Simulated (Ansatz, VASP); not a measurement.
# CdS in VASP and in Ansatz

INCAR

```
SYSTEM = CdS
PREC = Accurate
ENCUT = 520
EDIFF = 1E-6
ISMEAR = -1
SIGMA = 0.02
LREAL = .False.
LASPH = .True.
NELM = 60
ALGO = Normal
ISIF = 2
LWAVE = .False.
LCHARG = .True.
GGA = PE
LELF = .True.
LVHAR = .True.
NBANDS = 16
```

Contents of KPOINTS:

```
regular mesh
0
Gamma
  7 7 7
  0 0 0
```

POSCAR

```
CdS
1.0
    0.0000000000      3.0018125342      2.9429534649
    3.0018125342      0.0000000000      2.9429534649
    3.0018125342      3.0018125342      0.0000000000
Cd S
1 1
Direct
    0.0000000000      0.0000000000      0.0000000000
    0.7500000000      0.7500000000      0.7500000000
```

Input for Ansatz:

```yaml
crystal:
  lattice:
    - [0.0, 3.0018125342, 2.9429534649]
    - [3.0018125342, 0.0, 2.9429534649]
    - [3.0018125342, 3.0018125342, 0.0]
  atoms:
    - { symbol: Cd, position: [0.0, 0.0, 0.0] }
    - { symbol: S, position: [0.75, 0.75, 0.75] }
kpoints:
  mp_grid: { grid: [7, 7, 7] }
  band_path:
    path:
      - [0.0, 0.0, 0.0]
      - [0.0, 0.5, 0.5]
      - [0.25, 0.75, 0.5]
      - [0.0, 0.5, 0.0]
      - [0.0, 0.0, 0.0]
      - [0.5, 0.5, 0.0]
      - [0.38005, 0.61995, 0.0]
      - [-0.38005, 0.38005, 0.0]
      - [0.0, 0.0, 0.0]
    npoints: 5
scf:
  occupations: { method: fermi_dirac, width: 0.02 }
hamiltonian:
  xc: pbe
  pseudopotentials: { kind: all_electron, lapw: { basis_error: 0.0005 } }
output:
  forces: true
  stress: true
  eigenvalues: true
```

Change from the starting cell: equal xx and yy strain of +2 %.

Alike in both runs: task single point; functional PBE; k mesh 7 × 7 × 7; occupations fermi-dirac, width 0.02 eV; no spin polarisation.

|  | VASP | Ansatz |
| --- | --- | --- |
| version | VASP 6.6.1 | Ansatz 0.2.0 |
| potentials or method | VASP PAW PBE potentials, release 64 (Cd, S), cutoff 520 eV | all-electron LAPW, scalar-relativistic |

|  | VASP | Ansatz | Ansatz less VASP |
| --- | --- | --- | --- |
| gap on the k mesh at the Fermi level (eV) | 0.96 | 0.96 | -0.001 |
| pressure (GPa) | -0.7 | -0.9 | -0.23 |
| traceless stress, the component that is largest in VASP (GPa) | 0.26 | 0.26 | +0.003 |

Ansatz ran all-electron here, and VASP with PAW potentials.
